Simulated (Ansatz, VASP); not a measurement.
**Ta2W: VASP beside Ansatz**

The input INCAR:

```
SYSTEM = Ta2W
ALGO = Normal
DIPOL = 0.5 0.5 0.500
EDIFF = 1E-6
ENCUT = 520
IDIPOL = 3
ISIF = 2
ISMEAR = -1
LASPH = .True.
LCHARG = .False.
LDIPOL = .True.
LREAL = .False.
LWAVE = .False.
NBANDS = 25
NELM = 100
PREC = Accurate
SIGMA = 0.1
```

The input KPOINTS:

```
k-points
0
Gamma
  15 15 1
  0 0 0
```

POSCAR

```
Ta2W
1.0
    2.8181880382      0.0000000000      0.0000000000
   -0.9393960127      2.6570131632      0.0000000000
    0.0000000000      0.0000000000     20.6021000000
Ta W
2 1
Direct
    0.0000000000      0.0000000000      0.3918156972
    0.0000000000      0.0000000000      0.6081843226
    0.5000000000      0.5000000000      0.4999999802
```

Input for Ansatz:

```yaml
crystal:
  lattice:
    - [2.8181880382, 0.0, 0.0]
    - [-0.9393960127, 2.6570131632, 0.0]
    - [0.0, 0.0, 20.6021]
  atoms:
    - { symbol: Ta, position: [0.0, 0.0, 0.3918156972] }
    - { symbol: W, position: [0.5, 0.5, 0.4999999802] }
    - { symbol: Ta, position: [0.0, 0.0, 0.6081843226] }
kpoints:
  mp_grid: { grid: [15, 15, 1] }
scf:
  occupations: { method: fermi_dirac, width: 0.1 }
hamiltonian:
  xc: lda
  pseudopotentials: { kind: all_electron, lapw: { basis_error: 0.001 } }
output:
  forces: true
  stress: true
  eigenvalues: true
efield:
  axis: 3
  amplitude: 0
  dipole_correction: true
```

Alike in both runs: task single point; functional LDA; k mesh 15 × 15 × 1; occupations fermi-dirac, width 0.1 eV; no spin polarisation.

```csv
,VASP,Ansatz
version,VASP 6.6.1,Ansatz 0.2.0
potentials or method,"VASP PAW LDA potentials, release 64 (Ta_pv, W_sv), cutoff 520 eV","all-electron LAPW, scalar-relativistic"
```

```csv
,VASP,Ansatz,Ansatz less VASP
rms of the force components (eV/Å),0.256,0.281,+0.0247
```

LDA's correlation is that of Perdew and Zunger in VASP and of Perdew and Wang (1992) in Ansatz. Ansatz ran all-electron here, and VASP with PAW potentials.

Spin-orbit coupling is off throughout.
